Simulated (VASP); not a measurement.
Here is a VASP 6.6.1 calculation.

The input INCAR:

```
SYSTEM = Sb
ALGO     = Normal         ! electronic algorithm
EDIFF    = 1E-8           ! SCF threshold, eV
ENCUT    = 400            ! plane-wave cutoff, eV
GGA      = PE             ! functional
GGA_COMPAT= .False.      
ISIF     = 2              ! what is computed and relaxed
ISMEAR   = -1             ! smearing method
LASPH    = .True.         ! aspherical terms in the spheres
LCHARG   = .False.        ! write CHGCAR
LEFG     = .True.       
LREAL    = .False.        ! projectors in reciprocal space
LWAVE    = .False.        ! write WAVECAR
NBANDS   = 8              ! bands
NELM     = 120            ! most SCF steps
PREC     = Accurate       ! precision mode
SIGMA    = 0.05           ! smearing width, eV
```

File KPOINTS:

```
k-points
0
Gamma
  19 19 19
  0 0 0
```

POSCAR

```
Sb
1.0
   -1.5647750000      1.4903750000      2.4800000000
    1.4903750000     -1.5647750000      2.4800000000
    1.5196250000      1.5196250000     -2.5251500000
Sb
1
Direct
    0.0000000000      0.0000000000      0.0000000000
```

Potentials or basis: VASP PAW PBE potentials, release 64 (Sb).

The run is started by

```sh
$ cat potpaw_PBE.64/Sb/POTCAR > POTCAR
$ mpirun -np 1 vasp_std > vasp.out
```

Task: Predict the pressure.

Result: 19.4 GPa.

Task: Predict the band gap on the k mesh.

Result: Zero (an odd number of electrons rules out a gap without spin polarisation).

Stress tensor (GPa, compression positive):
```
19.83 -0.93  0.07
-0.93 19.83  0.07
 0.07  0.07 18.55
```

Caveat: the cell differs from its parent crystal (equal xy, yz and zx shear strains of -3 %); the cell stands under pressure; without QUAD_EFG the Cq values of the log hold for a quadrupole moment of 1 mb, not for the nuclei; spin-orbit coupling is left out, which moves the levels of the heavy elements; an odd number of electrons without spin polarisation forces a metal; a magnetic or distorted state may lie lower.
